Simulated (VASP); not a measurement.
# ReAu2Br6 (P1) in VASP: settings compared

ReAu2Br6 is run at these levels: r2SCAN, r2SCAN+U; tasks: single point.

All numbers are computed with VASP 6.6.1; they aren't measurements. Logs are shortened: lines on timing, memory, paths and dates and some standing lists are left out, and cuts for length are marked.

## Step 1: The cell of the first run

The typed cell holds 9 atoms: a = 6.814 Å, b = 6.814 Å, c = 6.993 Å, α = 60.84°, β = 119.16°, γ = 120.00°.

## Step 2: Single point, r2SCAN

POSCAR reads:

```
ReAu2Br6
1.0
    6.8138920000      0.0000000000      0.0000000000
   -3.4069460000      5.9010090000      0.0000000000
   -3.4069460000      1.9670030000      5.7811260000
Re Au Br
1 2 6
Direct
    0.5000000000      0.5000000000      0.5001000000
    0.7657000000      0.2343000000      0.2970000000
    0.2343000000      0.7657000000      0.7030000000
    0.3721700000      0.2683300000      0.2564100000
    0.7316700000      0.8474300000      0.2564100000
    0.1525700000      0.6278300000      0.2564100000
    0.6278300000      0.7316700000      0.7435900000
    0.2683300000      0.1525700000      0.7435900000
    0.8474300000      0.3721700000      0.7435900000
```

INCAR.step1 reads:

```
SYSTEM = ReAu2Br6
PREC = Accurate ; ENCUT = 520
ISMEAR = -1 ; SIGMA = 0.1
LREAL = .False. ; LASPH = .True.
NELM = 60 ; NBANDS = 46
GGA = PE ; ALGO = Normal
EDIFF = 1E-4 ; LWAVE = .True.
LCHARG = .False.
```

INCAR.step2 reads:

```
SYSTEM = ReAu2Br6
PREC = Accurate ; ENCUT = 520
EDIFF = 1E-7 ; ISMEAR = -1
SIGMA = 0.1 ; LREAL = .False.
LASPH = .True. ; NELM = 60
ALGO = Normal ; ISIF = 2
LWAVE = .False. ; LCHARG = .False.
METAGGA = R2SCAN ; LMIXTAU = .True.
NBANDS = 46 ; ISTART = 1
```

KPOINTS reads:

```
regular mesh
0
Gamma
  3 3 3
  0 0 0
```

Potentials or basis: VASP PAW PBE potentials, release 64 (Re, Au, Br).

Started as:

```console
> cat potpaw_PBE.64/Re/POTCAR potpaw_PBE.64/Au/POTCAR potpaw_PBE.64/Br/POTCAR > POTCAR
> cp INCAR.step1 INCAR
> mpirun -np 1 vasp_std > vasp.out
> cp INCAR.step2 INCAR
> mpirun -np 1 vasp_std > vasp.out
```

OUTCAR:

```text
SYSTEM = ReAu2Br6
   PREC = Accurate
   ENCUT = 520
   EDIFF = 1E-7
   ISMEAR = -1
   LREAL = .False.
   LASPH = .True.
   NELM = 60
   ISIF = 2
   METAGGA = R2SCAN
   ISTART = 1

 ion  position               nearest neighbor table
   1  0.500  0.500  0.500-   7 2.44   8 2.44   9 2.44   6 2.44   5 2.44   4 2.44
   2  0.766  0.234  0.297-   5 2.67   6 2.67   4 2.67
   3  0.234  0.766  0.703-   8 2.67   9 2.67   7 2.67
   4  0.372  0.268  0.256-   1 2.44   2 2.67
   5  0.732  0.847  0.256-   1 2.44   2 2.67
   6  0.153  0.628  0.256-   1 2.44   2 2.67
   7  0.628  0.732  0.744-   1 2.44   3 2.67
   8  0.268  0.153  0.744-   1 2.44   3 2.67
   9  0.847  0.372  0.744-   1 2.44   3 2.67

  LATTYP: Found a trigonal (rhomboedric) cell.
 ALAT       =     6.9926976937
 COS(alpha) =     0.5252426650

  Lattice vectors:

 A1 = (   0.0000000000,  -3.9340060000,   5.7811260000)
 A2 = (   3.4069460000,   1.9670030000,   5.7811260000)
 A3 = (  -3.4069460000,   1.9670030000,   5.7811260000)

Analysis of symmetry for initial positions (statically):
=====================================================================
 Subroutine PRICEL returns:
 Original cell was already a primitive cell.

 Routine SETGRP: Setting up the symmetry group for a
 trigonal (rhombohedral) supercell.

 Subroutine GETGRP returns: Found  1 space group operations
 (whereof  1 operations were pure point group operations)
 out of a pool of 12 trial point group operations.

The static configuration has the point symmetry C_1 .

Analysis of symmetry for dynamics (positions and initial velocities):
=====================================================================
 Subroutine PRICEL returns:
 Original cell was already a primitive cell.

 Routine SETGRP: Setting up the symmetry group for a
 trigonal (rhombohedral) supercell.

 Subroutine GETGRP returns: Found  1 space group operations
 (whereof  1 operations were pure point group operations)
 out of a pool of 12 trial point group operations.

The dynamic configuration has the point symmetry C_1 .

 Subroutine INISYM returns: Found  1 space group operations
 (whereof  1 operations are pure point group operations),
 and found     1 'primitive' translations

----------------------------------------------------------------------------------------

                                     Primitive cell

  volume of cell :     232.4524

  direct lattice vectors                    reciprocal lattice vectors
     6.813892000  0.000000000  0.000000000     0.146759004  0.084731272  0.057658894
    -3.406946000  5.901009000  0.000000000     0.000000000  0.169462544 -0.057658894
    -3.406946000  1.967003000  5.781126000     0.000000000  0.000000000  0.172976683

  length of vectors
     6.813892000  6.813896702  6.992696166     0.179003189  0.179003078  0.172976683

  position of ions in fractional coordinates (direct lattice)
     0.500000000  0.500000000  0.500100000
     0.765700000  0.234300000  0.297000000
     0.234300000  0.765700000  0.703000000
     0.372170000  0.268330000  0.256410000
     0.731670000  0.847430000  0.256410000
     0.152570000  0.627830000  0.256410000
     0.627830000  0.731670000  0.743590000
     0.268330000  0.152570000  0.743590000
     0.847430000  0.372170000  0.743590000

  ion indices of the primitive-cell ions
   primitive index   ion index
                 1           1
                 2           2
                 3           3
                 4           4
                 5           5
                 6           6
                 7           7
                 8           8
                 9           9

----------------------------------------------------------------------------------------

 KPOINTS: regular mesh

Automatic generation of k-mesh.
 Grid dimensions read from file:
 generate k-points for:    3    3    3

 Generating k-lattice:

  Cartesian coordinates                     Fractional coordinates (reciprocal lattice)
     0.048919668  0.028243757  0.019219631     0.333333333  0.000000000  0.000000000
     0.000000000  0.056487515 -0.019219631     0.000000000  0.333333333  0.000000000
     0.000000000  0.000000000  0.057658894     0.000000000  0.000000000  0.333333333

  Length of vectors
     0.059667730  0.059667693  0.057658894

  Shift w.r.t. Gamma in fractional coordinates (k-lattice)
     0.000000000  0.000000000  0.000000000

 Subroutine IBZKPT returns following result:
 ===========================================

 Found     14 irreducible k-points:

 Following reciprocal coordinates:
            Coordinates               Weight
  0.000000  0.000000  0.000000      1.000000
  0.333333  0.000000 -0.000000      2.000000
  0.333333 -0.333333 -0.333333      2.000000
  0.000000  0.333333  0.000000      2.000000
  0.333333  0.333333 -0.000000      2.000000
  0.333333  0.333333 -0.333333      2.000000
  0.333333  0.333333  0.333333      2.000000
 -0.333333  0.333333  0.000000      2.000000
 -0.333333  0.000000  0.333333      2.000000
  0.000000 -0.333333 -0.333333      2.000000
  0.000000  0.000000  0.333333      2.000000
  0.333333  0.000000  0.333333      2.000000
  0.333333 -0.333333  0.333333      2.000000
  0.000000  0.333333 -0.333333      2.000000
   k-points           NKPTS =     14   k-points in BZ     NKDIM =     14   number of bands    NBANDS=     46
   number of dos      NEDOS =    301   number of ions     NIONS =      9
   total plane-waves  NPLWV = 157464
   dimension x,y,z NGX =    54 NGY =   54 NGZ =   54
   dimension x,y,z NGXF=   108 NGYF=  108 NGZF=  108
   ions per type =               1   2   6
   NGX,Y,Z   is equivalent  to a cutoff of  13.17, 13.17, 12.84 a.u.
   NGXF,Y,Z  is equivalent  to a cutoff of  26.35, 26.35, 25.68 a.u.
 SYSTEM =  ReAu2Br6
   PREC   = accura    normal or accurate (medium, high low for compatibility)
   ISTART =      1    job   : 0-new  1-cont  2-samecut
   ICHARG =      0    charge: 1-file 2-atom 10-const
   ISPIN  =      1    spin polarized calculation?
   LNONCOLLINEAR =      F non collinear calculations
   LSORBIT =      F    spin-orbit coupling
   LASPH  =      T    aspherical Exc in radial PAW
   ENCUT  =  520.0 eV  38.22 Ry    6.18 a.u.  12.67 12.67 13.00*2*pi/ulx,y,z
   NELM   =     60;   NELMIN=  2; NELMDL=  0     # of ELM steps
   EDIFF  = 0.1E-06   stopping-criterion for ELM
   LREAL  =      F    real-space projection
   EDIFFG = 0.1E-05   stopping-criterion for IOM
   NSW    =      0    number of steps for IOM
   IBRION =     -1    ionic relax: 0-MD 1-quasi-New 2-CG
   NFREE  =      0    steps in history (QN), initial steepest desc. (CG)
   ISIF   =      2    stress and relaxation
   ISYM   =      2    0-nonsym 1-usesym 2-fastsym
   POTIM  = 0.5000    time-step for ionic-motion
   TEBEG  =    0.0;   TEEND  =   0.0 temperature during run
   PSTRESS=    0.0 pullay stress
   NELECT =      71.0000    total number of electrons
   NUPDOWN=      -1.0000    fix difference up-down
   EMIN   =  10.00;   EMAX   =-10.00  energy-range for DOS
   EFERMI =   0.00;   METHOD = LEGACY
   ISMEAR =    -1;   SIGMA  =   0.10  broadening in eV -4-tet -1-fermi 0-gaus
   EFERMI_NEDOS =   21; number of points for ismear=-14 and -15
   IALGO  =     38    algorithm
   IMIX   =      4    mixing-type and parameters
     AMIX     =   0.40;   BMIX     =  1.00
     AMIX_MAG =   1.60;   BMIX_MAG =  1.00
  volume/ion in A,a.u.               =      25.83       174.30
  Fermi-wavevector in a.u.,A,eV,Ry     =   1.102511  2.083444 16.538299  1.215531
  Thomas-Fermi vector in A             =   2.238955
   LORBIT       =      0    0 simple, 1 ext, 2 COOP (PROOUT), +10 PAW based schemes
   METAGGA = R2SCAN    functional components
   LHFCALC =     F    Hartree Fock is set to
   AEXX    =    0.0000 exact exchange contribution
   IVDW    =     0    specifies the selected vdW correction
   LEPSILON=     F    determine dielectric tensor
   LRPA    =     F    only Hartree local field effects (RPA)
 non-spin polarized calculation
  energy-cutoff  :      520.00
  volume of cell :      232.45
 maximum number of plane-waves:      6283
 NGX is ok and might be reduce to    54
   NGX = 25   NGY = 25   NGZ = 25

 number of electron      71.0000001 magnetization

 Free energy of the ion-electron system (eV)
  ---------------------------------------------------
  ext. energy  EPLUGINS =         0.00000000
  ---------------------------------------------------
  free energy    TOTEN  =      -234.18547781 eV

  energy without entropy =     -233.99736866  energy(sigma->0) =     -234.09142324

 E-fermi :   2.7967     XC(G=0):  -9.9376

 val. band max:        2.7310998704   @ k =   0.3333   0.3333   0.3333
 cond. band min:       2.8729299642   @ k =   0.0000   0.0000   0.3333
 fundamental gap:      0.1418300937
 Fermi energy:         2.7966847615

 k-point     1 :       0.0000    0.0000    0.0000
  band No.  band energies     occupation
      1     -14.0135      2.00000
      2     -13.0263      2.00000
      3     -13.0258      2.00000
      4     -13.0060      2.00000
      5     -13.0054      2.00000
      6     -12.9874      2.00000
[... 38 lines left out ...]
     45      10.5314      0.00000
     46      10.7098      0.00000

 k-point     2 :       0.3333    0.0000   -0.0000
  band No.  band energies     occupation
      1     -13.8601      2.00000
      2     -13.1801      2.00000
      3     -13.0862      2.00000
      4     -13.0337      2.00000
      5     -12.9883      2.00000
      6     -12.9570      2.00000
[... 38 lines left out ...]
     45       9.5393      0.00000
     46       9.7287      0.00000

 k-point     3 :       0.3333   -0.3333   -0.3333
  band No.  band energies     occupation
      1     -13.8602      2.00000
      2     -13.1798      2.00000
      3     -13.0866      2.00000
      4     -13.0333      2.00000
      5     -12.9882      2.00000
      6     -12.9574      2.00000
[... 528 lines left out ...]
     45       9.5433      0.00000
     46       9.8028      0.00000

 k-point    14 :       0.0000    0.3333   -0.3333
  band No.  band energies     occupation
      1     -13.7329      2.00000
      2     -13.2284      2.00000
      3     -13.1250      2.00000
      4     -13.0777      2.00000
      5     -13.0084      2.00000
      6     -12.9687      2.00000
[... 38 lines left out ...]
     45       9.5436      0.00000
     46       9.8033      0.00000

------------------------ aborting loop because EDIFF is reached ----------------------------------------

  FORCE on cell =-STRESS in cart. coord.  units (eV):
  Direction    XX          YY          ZZ          XY          YZ          ZX
  --------------------------------------------------------------------------------------
  -------------------------------------------------------------------------------------
  Total        2.2644432      2.2689566      4.7461048      0.0000233     -0.0004707     -0.0000701
  in kB       15.6076695     15.6387783     32.7125162      0.0001603     -0.0032446     -0.0004830
  external PRESSURE =      21.3196547 kB  Pullay stress =       0.0000000 kB

 VOLUME and BASIS-vectors are now :
 -----------------------------------------------------------------------------
  energy-cutoff  :      520.00
  volume of cell :      232.45
      direct lattice vectors                 reciprocal lattice vectors
     6.813892000  0.000000000  0.000000000     0.146759004  0.084731272  0.057658894
    -3.406946000  5.901009000  0.000000000     0.000000000  0.169462544 -0.057658894
    -3.406946000  1.967003000  5.781126000     0.000000000  0.000000000  0.172976683

 POSITION                                       TOTAL-FORCE (eV/Angst)
 -----------------------------------------------------------------------------------
     -0.00034      3.93420      2.89114         0.006396     -0.003693     -0.010412
      3.40729      1.96681      1.71699        -0.000942      0.000172     -0.213164
     -3.40729      5.90121      4.06413         0.000268     -0.000489      0.212872
      0.74817      2.08778      1.48234         0.536582     -0.517027     -0.329656
      1.22480      5.50505      1.48234         0.180392      0.724071     -0.330729
     -1.97296      4.20919      1.48234        -0.719330     -0.205113     -0.331769
     -0.74817      5.78024      4.29879        -0.539181      0.523452      0.335248
     -1.22480      2.36296      4.29879        -0.183814     -0.726539      0.334640
      1.97296      3.65882      4.29879         0.719629      0.205165      0.332970
 -----------------------------------------------------------------------------------
    total drift:                               -0.000002      0.000001     -0.000002

  FREE ENERGIE OF THE ION-ELECTRON SYSTEM (eV)
  ---------------------------------------------------
  free  energy   TOTEN  =      -234.1854778106 eV

  energy  without entropy=     -233.9973686617  energy(sigma->0) =     -234.09142324
```

Wall time 28 min (1 thread of Oxide Virtual Turin-like, shared host); peak memory 0.47 GiB.

What came out:

| Quantity | Value |
| --- | --- |
| Free energy | -234.1855 eV |
| Pressure | 2.1 GPa |
| Largest force | 0.823 eV/Å |

Forces on the atoms (eV/Å):
```
Re   0.006 -0.004 -0.010
Au  -0.001  0.000 -0.213
Au   0.000  0.000  0.213
Br   0.537 -0.517 -0.330
Br   0.180  0.724 -0.331
Br  -0.719 -0.205 -0.332
Br  -0.539  0.523  0.335
Br  -0.184 -0.727  0.335
Br   0.720  0.205  0.333
```

Levels at points of the mesh, in eV from the Fermi level:
```
           k point  band 31  band 32  band 33  band 34  band 35  band 36  band 37  band 38  band 39  band 40
(0.00, 0.00, 0.00)    -1.10    -1.10    -0.91    -0.91    -0.52    -0.11    -0.11     1.69     1.98     3.47
```

Caveat: the k points lie up to 0.37 Å⁻¹ apart; the PAW data sets were made with another functional, which shifts forces and pressure a little; spin-orbit coupling is left out, which moves the levels of the heavy elements; an odd number of electrons without spin polarisation forces a metal; a magnetic or distorted state may lie lower.

## Step 3: Single point, r2SCAN

POSCAR is that of step 2.

INCAR.step1 reads:

```
PREC = Accurate
ENCUT = 520
ISMEAR = -1
SIGMA = 0.1
LREAL = False
LASPH = True
NELM = 60
NBANDS = 46
GGA = PE
ALGO = Normal
EDIFF = 1E-4
LWAVE = True
LCHARG = False
```

INCAR.step2 reads:

```
PREC = Accurate
ENCUT = 520
EDIFF = 1E-6
ISMEAR = -1
SIGMA = 0.1
LREAL = False
LASPH = True
NELM = 60
ALGO = Normal
ISIF = 2
LWAVE = False
LCHARG = False
METAGGA = R2SCAN
LMIXTAU = True
NBANDS = 46
ISTART = 1
```

KPOINTS reads:

```
Automatic mesh
0
Gamma
  3 3 3
```

Potentials or basis: VASP PAW PBE potentials, release 64 (Re, Au, Br).

Started as:

```console
> cat potpaw_PBE.64/Re/POTCAR potpaw_PBE.64/Au/POTCAR potpaw_PBE.64/Br/POTCAR > POTCAR
> cp INCAR.step1 INCAR
> mpirun -np 1 vasp_std > vasp.out
> cp INCAR.step2 INCAR
> mpirun -np 1 vasp_std > vasp.out
```

It took 18 min on 1 thread of Oxide Virtual Turin-like, shared host; peak memory 0.47 GiB.

It converged, with:

| Quantity | Value |
| --- | --- |
| Free energy | -234.1855 eV |
| Pressure | 2.1 GPa |
| Largest force | 0.823 eV/Å |

Forces on the atoms (eV/Å):
```
Re   0.006 -0.004 -0.010
Au  -0.001  0.000 -0.213
Au   0.000  0.000  0.213
Br   0.536 -0.517 -0.330
Br   0.181  0.724 -0.331
Br  -0.720 -0.205 -0.332
Br  -0.539  0.524  0.335
Br  -0.184 -0.727  0.335
Br   0.720  0.205  0.333
```

Stress tensor (GPa, compression positive):
```
1.56 0.00 0.00
0.00 1.56 0.00
0.00 0.00 3.27
```

Levels at points of the mesh, in eV from the Fermi level:
```tsv
k point	band 32	band 33	band 34	band 35	band 36	band 37	band 38	band 39
(0.00, 0.00, 0.00)	-1.10	-0.91	-0.91	-0.52	-0.11	-0.11	1.69	1.98
```

Caveat: the k points lie up to 0.37 Å⁻¹ apart; the PAW data sets were made with another functional, which shifts forces and pressure a little; spin-orbit coupling is left out, which moves the levels of the heavy elements; an odd number of electrons without spin polarisation forces a metal; a magnetic or distorted state may lie lower.

## Step 4: Single point, r2SCAN+U

POSCAR is that of step 3.

INCAR.step1 reads:

```
ALGO = Normal
EDIFF = 1E-4
ENCUT = 520
GGA = PE
ISMEAR = -1
LASPH = True
LCHARG = False
LDAU = True
LDAUJ = 0 0 0
LDAUL = 2 -1 -1
LDAUTYPE = 2
LDAUU = 1 0 0
LMAXMIX = 4
LREAL = False
LWAVE = True
NBANDS = 46
NELM = 150
PREC = Accurate
SIGMA = 0.1
```

INCAR.step2 reads:

```
ALGO = Normal
EDIFF = 1E-6
ENCUT = 520
ISIF = 2
ISMEAR = -1
ISTART = 1
LASPH = True
LCHARG = False
LDAU = True
LDAUJ = 0 0 0
LDAUL = 2 -1 -1
LDAUPRINT = 1
LDAUTYPE = 2
LDAUU = 1 0 0
LMAXMIX = 4
LMIXTAU = True
LREAL = False
LWAVE = False
METAGGA = R2SCAN
NBANDS = 46
NELM = 150
PREC = Accurate
SIGMA = 0.1
```

KPOINTS reads:

```
k-points
0
Gamma
  3 3 3
```

Started as:

```console
> cat potpaw_PBE.64/Re/POTCAR potpaw_PBE.64/Au/POTCAR potpaw_PBE.64/Br/POTCAR > POTCAR
> cp INCAR.step1 INCAR
> mpirun -np 1 vasp_std > vasp.out
> cp INCAR.step2 INCAR
> mpirun -np 1 vasp_std > vasp.out
```

Run time: 20 min. Hardware: 1 thread of Oxide Virtual Turin-like, shared host; peak memory 0.46 GiB.

It converged, with:

* Free energy: -232.9816 eV
* Pressure: 2.2 GPa
* Largest force: 0.861 eV/Å

Forces on the atoms (eV/Å):
```
Re   0.006 -0.004 -0.010
Au  -0.001  0.000 -0.219
Au   0.000  0.000  0.219
Br   0.554 -0.552 -0.341
Br   0.202  0.757 -0.342
Br  -0.758 -0.202 -0.343
Br  -0.556  0.559  0.346
Br  -0.206 -0.759  0.346
Br   0.759  0.203  0.344
```

Stress tensor (GPa, compression positive):
```
1.67 0.00 0.00
0.00 1.67 0.00
0.00 0.00 3.40
```

Levels at points of the mesh, in eV from the Fermi level:
```csv
k point,band 33,band 34,band 35,band 36,band 37,band 38
"(0.00, 0.00, 0.00)",-0.88,-0.88,-0.43,-0.15,-0.15,1.73
```

Eigenvalues of the final occupation matrices:
| site | spin | trace | eigenvalues |
| --- | --- | --- | --- |
| site 1 d | 1 | 2.39 | 0.38 0.38 0.40 0.62 0.62 |
| site 1 d | 2 | 2.39 | 0.38 0.38 0.40 0.62 0.62 |

Caveat: the k points lie up to 0.37 Å⁻¹ apart; the PAW data sets were made with another functional, which shifts forces and pressure a little; spin-orbit coupling is left out, which moves the levels of the heavy elements; an odd number of electrons without spin polarisation forces a metal; a magnetic or distorted state may lie lower; U without spin polarisation on a metal has little footing.
